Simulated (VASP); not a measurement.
# La11Al4C4 (a cell with a defect) in VASP: relaxation of the atoms with LDA

Aim: the relaxation of the atoms of La11Al4C4 (a cell with a defect) with LDA.

All numbers are computed with VASP 6.6.1; they aren't measurements. Logs are shortened: lines on timing, memory, paths and dates and some standing lists are left out, and cuts for length are marked.

## Step 1: The cell of the first run

The cell holds a defect, 19 atoms: a = 10.410 Å, b = 10.410 Å, c = 5.205 Å, α = 90.00°, β = 90.00°, γ = 90.00°.

## Step 2: Relaxation of the atoms, LDA

Contents of INCAR:

```
SYSTEM = La11Al4C4
  PREC = Accurate
  ENCUT = 520
  EDIFF = 1E-7
  ISMEAR = -1
  SIGMA = 0.01
  LREAL = .False.
  LASPH = .True.
  NELM = 200
  ALGO = Normal
  ISIF = 2
  LWAVE = .False.
  LCHARG = .False.
  GGA = CA
  IBRION = 2
  NSW = 60
  EDIFFG = -0.02
  GGA_COMPAT = .False.
  NELMIN = 4
  LMAXMIX = 6
```

Contents of KPOINTS:

```
Automatic mesh
0
Gamma
  1 1 2
  0 0 0
```

Contents of POSCAR:

```
La11Al4C4
1.0
   10.4102620000      0.0000000000      0.0000000000
    0.0000000000     10.4102620000      0.0000000000
    0.0000000000      0.0000000000      5.2051310000
La Al C
11 4 4
Direct
    0.2500000000      0.0000000000      0.5000000000
    0.0000000000      0.2500000000      0.5000000000
    0.2500000000      0.7500000000      0.0000000000
    0.2500000000      0.5000000000      0.5000000000
    0.0000000000      0.7500000000      0.5000000000
    0.7500000000      0.2500000000      0.0000000000
    0.7500000000      0.0000000000      0.5000000000
    0.5000000000      0.2500000000      0.5000000000
    0.7500000000      0.7500000000      0.0000000000
    0.7500000000      0.5000000000      0.5000000000
    0.5000000000      0.7500000000      0.5000000000
    0.0000000000      0.0000000000      0.0000000000
    0.0000000000      0.5000000000      0.0000000000
    0.5000000000      0.0000000000      0.0000000000
    0.5000000000      0.5000000000      0.0000000000
    0.2500000000      0.2500000000      0.5000000000
    0.2500000000      0.7500000000      0.5000000000
    0.7500000000      0.2500000000      0.5000000000
    0.7500000000      0.7500000000      0.5000000000
```

Potentials or basis: VASP PAW LDA potentials, release 64 (La, Al, C).

Launch:

```bash
> cat potpaw_LDA.64/La/POTCAR potpaw_LDA.64/Al/POTCAR potpaw_LDA.64/C/POTCAR > POTCAR
> mpirun -np 1 vasp_std > vasp.out
```

OUTCAR:

```text
SYSTEM = La11Al4C4
   PREC = Accurate
   ENCUT = 520
   EDIFF = 1E-7
   ISMEAR = -1
   LREAL = .False.
   LASPH = .True.
   NELM = 200
   ISIF = 2
   GGA = CA
   IBRION = 2
   NSW = 60
   EDIFFG = -0.02
   NELMIN = 4

 ion  position               nearest neighbor table
   1  0.250  0.000  0.500-  16 2.60  17 2.60   5 3.68   8 3.68  11 3.68   2 3.68   3 3.68   3 3.68

   2  0.000  0.250  0.500-  16 2.60  18 2.60   6 3.68   7 3.68  10 3.68   1 3.68   4 3.68   6 3.68

   3  0.250  0.750  0.000-  17 2.60  17 2.60   5 3.68  11 3.68   1 3.68   1 3.68   4 3.68   5 3.68
                            11 3.68   4 3.68
   4  0.250  0.500  0.500-  16 2.60  17 2.60   5 3.68   8 3.68  11 3.68   2 3.68   3 3.68   3 3.68
[... 9 lines left out ...]
   9  0.750  0.750  0.000-  19 2.60  19 2.60  10 3.68  11 3.68   5 3.68   5 3.68   7 3.68  10 3.68
                            11 3.68   7 3.68
  10  0.750  0.500  0.500-  18 2.60  19 2.60   6 3.68   8 3.68   9 3.68  11 3.68   2 3.68   5 3.68
                             6 3.68   9 3.68
  11  0.500  0.750  0.500-  17 2.60  19 2.60   4 3.68   7 3.68   9 3.68  10 3.68   1 3.68   3 3.68
                             3 3.68   9 3.68
  12  0.000  0.000  0.000-
  13  0.000  0.500  0.000-
  14  0.500  0.000  0.000-
  15  0.500  0.500  0.000-
  16  0.250  0.250  0.500-   1 2.60   2 2.60   4 2.60   8 2.60
  17  0.250  0.750  0.500-   1 2.60   3 2.60   4 2.60   5 2.60  11 2.60   3 2.60
  18  0.750  0.250  0.500-   2 2.60   6 2.60   7 2.60   8 2.60  10 2.60   6 2.60
  19  0.750  0.750  0.500-   5 2.60   7 2.60   9 2.60  10 2.60  11 2.60   9 2.60

  LATTYP: Found a simple tetragonal cell.
 ALAT       =    10.4102620000
 C/A-ratio  =     0.5000000000

  Lattice vectors:

 A1 = (  10.4102620000,   0.0000000000,   0.0000000000)
 A2 = (   0.0000000000,  10.4102620000,   0.0000000000)
 A3 = (   0.0000000000,   0.0000000000,   5.2051310000)

Analysis of symmetry for initial positions (statically):
=====================================================================
 Subroutine PRICEL returns:
 Original cell was already a primitive cell.

 Routine SETGRP: Setting up the symmetry group for a
 simple tetragonal supercell.

 Subroutine GETGRP returns: Found 16 space group operations
 (whereof  4 operations were pure point group operations)
 out of a pool of 16 trial point group operations.

The static configuration has the point symmetry C_2v.
 The point group associated with its full space group is D_4h.

Analysis of symmetry for dynamics (positions and initial velocities):
=====================================================================
 Subroutine PRICEL returns:
 Original cell was already a primitive cell.

 Routine SETGRP: Setting up the symmetry group for a
 simple tetragonal supercell.

 Subroutine GETGRP returns: Found 16 space group operations
 (whereof  4 operations were pure point group operations)
 out of a pool of 16 trial point group operations.

The dynamic configuration has the point symmetry C_2v.
 The point group associated with its full space group is D_4h.

 Subroutine INISYM returns: Found 16 space group operations
 (whereof  4 operations are pure point group operations),
 and found     1 'primitive' translations

----------------------------------------------------------------------------------------

                                     Primitive cell

  volume of cell :     564.0986

  direct lattice vectors                    reciprocal lattice vectors
    10.410262000  0.000000000  0.000000000     0.096059062  0.000000000  0.000000000
     0.000000000 10.410262000  0.000000000     0.000000000  0.096059062  0.000000000
     0.000000000  0.000000000  5.205131000     0.000000000  0.000000000  0.192118123

  length of vectors
    10.410262000 10.410262000  5.205131000     0.096059062  0.096059062  0.192118123

  position of ions in fractional coordinates (direct lattice)
     0.250000000  0.000000000  0.500000000
     0.000000000  0.250000000  0.500000000
     0.250000000  0.750000000  0.000000000
     0.250000000  0.500000000  0.500000000
     0.000000000  0.750000000  0.500000000
     0.750000000  0.250000000  0.000000000
[... 11 lines left out ...]
     0.750000000  0.250000000  0.500000000
     0.750000000  0.750000000  0.500000000

  ion indices of the primitive-cell ions
[... 41 lines left out ...]

 Subroutine IBZKPT returns following result:
 ===========================================

 Found      2 irreducible k-points:

 Following reciprocal coordinates:
            Coordinates               Weight
  0.000000  0.000000  0.000000      1.000000
  0.000000  0.000000  0.500000      1.000000
   k-points           NKPTS =      2   k-points in BZ     NKDIM =      2   number of bands    NBANDS=     89
   number of dos      NEDOS =    301   number of ions     NIONS =     19
   total plane-waves  NPLWV = 256000
   dimension x,y,z NGX =    80 NGY =   80 NGZ =   40
   dimension x,y,z NGXF=   160 NGYF=  160 NGZF=   80
   ions per type =              11   4   4
   NGX,Y,Z   is equivalent  to a cutoff of  12.78, 12.78, 12.78 a.u.
   NGXF,Y,Z  is equivalent  to a cutoff of  25.55, 25.55, 25.55 a.u.
 SYSTEM =  La11Al4C4
   PREC   = accura    normal or accurate (medium, high low for compatibility)
   ISTART =      0    job   : 0-new  1-cont  2-samecut
   ICHARG =      2    charge: 1-file 2-atom 10-const
   ISPIN  =      1    spin polarized calculation?
   LNONCOLLINEAR =      F non collinear calculations
   LSORBIT =      F    spin-orbit coupling
   LASPH  =      T    aspherical Exc in radial PAW
   ENCUT  =  520.0 eV  38.22 Ry    6.18 a.u.  19.36 19.36  9.68*2*pi/ulx,y,z
   NELM   =    200;   NELMIN=  4; NELMDL= -5     # of ELM steps
   EDIFF  = 0.1E-06   stopping-criterion for ELM
   LREAL  =      F    real-space projection
   EDIFFG = -.2E-01   stopping-criterion for IOM
   NSW    =     60    number of steps for IOM
   IBRION =      2    ionic relax: 0-MD 1-quasi-New 2-CG
   NFREE  =      1    steps in history (QN), initial steepest desc. (CG)
   ISIF   =      2    stress and relaxation
   ISYM   =      2    0-nonsym 1-usesym 2-fastsym
   POTIM  = 0.5000    time-step for ionic-motion
   TEBEG  =    0.0;   TEEND  =   0.0 temperature during run
   PSTRESS=    0.0 pullay stress
   NELECT =     149.0000    total number of electrons
   NUPDOWN=      -1.0000    fix difference up-down
   EMIN   =  10.00;   EMAX   =-10.00  energy-range for DOS
   EFERMI =   0.00;   METHOD = LEGACY
   ISMEAR =    -1;   SIGMA  =   0.01  broadening in eV -4-tet -1-fermi 0-gaus
   EFERMI_NEDOS =   21; number of points for ismear=-14 and -15
   IALGO  =     38    algorithm
   IMIX   =      4    mixing-type and parameters
     AMIX     =   0.40;   BMIX     =  1.00
     AMIX_MAG =   1.60;   BMIX_MAG =  1.00
  volume/ion in A,a.u.               =      29.69       200.35
  Fermi-wavevector in a.u.,A,eV,Ry     =   1.050393  1.984955 15.011662  1.103326
  Thomas-Fermi vector in A             =   2.185395
   LORBIT       =      0    0 simple, 1 ext, 2 COOP (PROOUT), +10 PAW based schemes
   GGA     = CA    functional components
   LHFCALC =     F    Hartree Fock is set to
   AEXX    =    0.0000 exact exchange contribution
   IVDW    =     0    specifies the selected vdW correction
   LEPSILON=     F    determine dielectric tensor
   LRPA    =     F    only Hartree local field effects (RPA)
 conjugate gradient relaxation of ions
 non-spin polarized calculation
  energy-cutoff  :      520.00
  volume of cell :      564.10
 maximum number of plane-waves:     15316
 NGX is ok and might be reduce to    80
   NGX = 39   NGY = 39   NGZ = 19

--------------------------------------- Ionic step        1  -------------------------------------------

 number of electron     149.0000020 magnetization

 Free energy of the ion-electron system (eV)
  ---------------------------------------------------
  ext. energy  EPLUGINS =         0.00000000
  ---------------------------------------------------
  free energy    TOTEN  =      -116.32085045 eV

  energy without entropy =     -116.31035486  energy(sigma->0) =     -116.31560265

------------------------ aborting loop because EDIFF is reached ----------------------------------------

  FORCE on cell =-STRESS in cart. coord.  units (eV):
  Direction    XX          YY          ZZ          XY          YZ          ZX
  --------------------------------------------------------------------------------------
  -------------------------------------------------------------------------------------
  Total      -22.2496296    -22.2496296    -18.0900462      0.0000000     -0.0000000      0.0000000
  in kB      -63.1943694    -63.1943694    -51.3801390      0.0000000     -0.0000000      0.0000000
  external PRESSURE =     -59.2562926 kB  Pullay stress =       0.0000000 kB
[... 140 lines left out ...]
  FREE ENERGIE OF THE ION-ELECTRON SYSTEM (eV)
  ---------------------------------------------------
  free  energy   TOTEN  =      -116.6616092885 eV

  energy  without entropy=     -116.6449872297  energy(sigma->0) =     -116.65329826

[... ionic steps 4 to 7 ...]

--------------------------------------- Ionic step        8  -------------------------------------------

 number of electron     149.0000011 magnetization

------------------------ aborting loop because EDIFF is reached ----------------------------------------
[... 101 lines left out ...]
--------------------------------------- Ionic step       10  -------------------------------------------

 number of electron     149.0000010 magnetization

 Free energy of the ion-electron system (eV)
  ---------------------------------------------------
  ext. energy  EPLUGINS =         0.00000000
  ---------------------------------------------------
  free energy    TOTEN  =      -116.70887690 eV

  energy without entropy =     -116.69248258  energy(sigma->0) =     -116.70067974

 E-fermi :   6.2321     XC(G=0):  -9.4226

 val. band max:        6.2266075634   @ k =   0.0000   0.0000   0.0000
 cond. band min:       6.2471738945   @ k =   0.0000   0.0000   0.0000
 fundamental gap:      0.0205663311
 Fermi energy:         6.2320634361

 k-point     1 :       0.0000    0.0000    0.0000
  band No.  band energies     occupation
      1     -26.2574      2.00000
      2     -26.1729      2.00000
      3     -26.1729      2.00000
      4     -26.1246      2.00000
      5     -26.0446      2.00000
      6     -25.9499      2.00000
[... 78 lines left out ...]
     85       6.9068      0.00000
     86       7.3715      0.00000

 k-point     2 :       0.0000    0.0000    0.5000
  band No.  band energies     occupation
      1     -26.2475      2.00000
      2     -26.1719      2.00000
      3     -26.1719      2.00000
      4     -26.1075      2.00000
      5     -25.9856      2.00000
      6     -25.9371      2.00000
[... 78 lines left out ...]
     85       7.4922      0.00000
     86       7.5118      0.00000
 [bands above 86 left out]

------------------------ aborting loop because EDIFF is reached ----------------------------------------

  FORCE on cell =-STRESS in cart. coord.  units (eV):
  Direction    XX          YY          ZZ          XY          YZ          ZX
  --------------------------------------------------------------------------------------
  -------------------------------------------------------------------------------------
  Total      -19.9813678    -19.9813678    -20.4843974     -0.0000000      0.0000000      0.0000000
  in kB      -56.7519533    -56.7519533    -58.1806799     -0.0000000      0.0000000      0.0000000
  external PRESSURE =     -57.2281955 kB  Pullay stress =       0.0000000 kB
[... 34 lines left out ...]
  FREE ENERGIE OF THE ION-ELECTRON SYSTEM (eV)
  ---------------------------------------------------
  free  energy   TOTEN  =      -116.7088769045 eV

  energy  without entropy=     -116.6924825758  energy(sigma->0) =     -116.70067974

 reached required accuracy - stopping structural energy minimisation
```

Run time: 24 min. Hardware: 1 thread of Intel Xeon 6975P-C (Granite Rapids), shared host; peak memory 0.48 GiB.

Results:

- Free energy: -116.7089 eV
- Energy gained by relaxing: 20.4 meV/atom
- Ionic steps: 10
- Pressure after relaxing: -5.7 GPa
- Largest force after relaxing: 0.006 eV/Å
- Band gap on the k mesh: zero (an odd number of electrons rules out a gap without spin polarisation)

Forces on the atoms (eV/Å):
```
La   0.000  0.005  0.000
La   0.005  0.000  0.000
La   0.000  0.000  0.000
La   0.000 -0.005  0.000
La  -0.006  0.000  0.000
La   0.000  0.000  0.000
La   0.000 -0.006  0.000
La  -0.005  0.000  0.000
La   0.000  0.000  0.000
La   0.000  0.006  0.000
La   0.006  0.000  0.000
Al   0.001  0.001  0.000
Al   0.001 -0.001  0.000
Al  -0.001  0.001  0.000
Al  -0.001 -0.001  0.000
C    0.000  0.000  0.000
C    0.000  0.000  0.000
C    0.000  0.000  0.000
C    0.000  0.000  0.000
```

Stress tensor (GPa, compression positive):
```
-5.68  0.00  0.00
 0.00 -5.68  0.00
 0.00  0.00 -5.82
```

The path:
```csv
step,energy change (eV),largest force (eV/Å),pressure (GPa)
1,0.0000,1.0146,-5.93
2,-0.2049,0.6790,-5.91
3,-0.3408,0.2138,-5.79
4,-0.3416,0.2212,-5.81
5,-0.3561,0.1833,-5.80
6,-0.3718,0.1689,-5.77
7,-0.3832,0.0917,-5.75
8,-0.3879,0.0275,-5.72
9,-0.3879,0.0271,-5.72
10,-0.3880,0.0056,-5.72
```

Final structure:
```cif
data_structure
_symmetry_space_group_name_H-M 'P 1'
_symmetry_Int_Tables_number 1
_cell_length_a 10.4103
_cell_length_b 10.4103
_cell_length_c 5.2051
_cell_angle_alpha 90.000
_cell_angle_beta 90.000
_cell_angle_gamma 90.000
_cell_volume 564.10
loop_
_atom_site_label
_atom_site_type_symbol
_atom_site_fract_x
_atom_site_fract_y
_atom_site_fract_z
_atom_site_occupancy
La1 La 0.25000 0.01115 0.50000 1
La2 La 0.01115 0.25000 0.50000 1
La3 La 0.25000 0.75000 0.00000 1
La4 La 0.25000 0.48885 0.50000 1
La5 La 0.99687 0.75000 0.50000 1
La6 La 0.75000 0.25000 0.00000 1
La7 La 0.75000 0.99687 0.50000 1
La8 La 0.48885 0.25000 0.50000 1
La9 La 0.75000 0.75000 0.00000 1
La10 La 0.75000 0.50313 0.50000 1
La11 La 0.50313 0.75000 0.50000 1
Al1 Al 0.99014 0.99014 0.00000 1
Al2 Al 0.99014 0.50986 0.00000 1
Al3 Al 0.50986 0.99014 0.00000 1
Al4 Al 0.50986 0.50986 0.00000 1
C1 C 0.25000 0.25000 0.50000 1
C2 C 0.25000 0.75000 0.50000 1
C3 C 0.75000 0.25000 0.50000 1
C4 C 0.75000 0.75000 0.50000 1
```

Levels at points of the mesh, in eV from the Fermi level:
| k point | band 70 | band 71 | band 72 | band 73 | band 74 | band 75 | band 76 | band 77 | band 78 | band 79 |
| --- | --- | --- | --- | --- | --- | --- | --- | --- | --- | --- |
| (0.00, 0.00, 0.00) | -0.40 | -0.40 | -0.37 | -0.37 | -0.30 | -0.01 | 0.02 | 0.02 | 0.19 | 0.30 |
| (0.00, 0.00, 0.50) | -0.64 | -0.64 | -0.35 | -0.21 | -0.21 | 0.06 | 0.06 | 0.11 | 0.68 | 0.97 |

Caveat: the k points lie up to 0.60 Å⁻¹ apart, too coarse for converged energies and pressures of a metal; spin-orbit coupling is left out, which moves the levels of the heavy elements.

The gap in the log of VASP goes by the Fermi energy; the results here count the filled bands.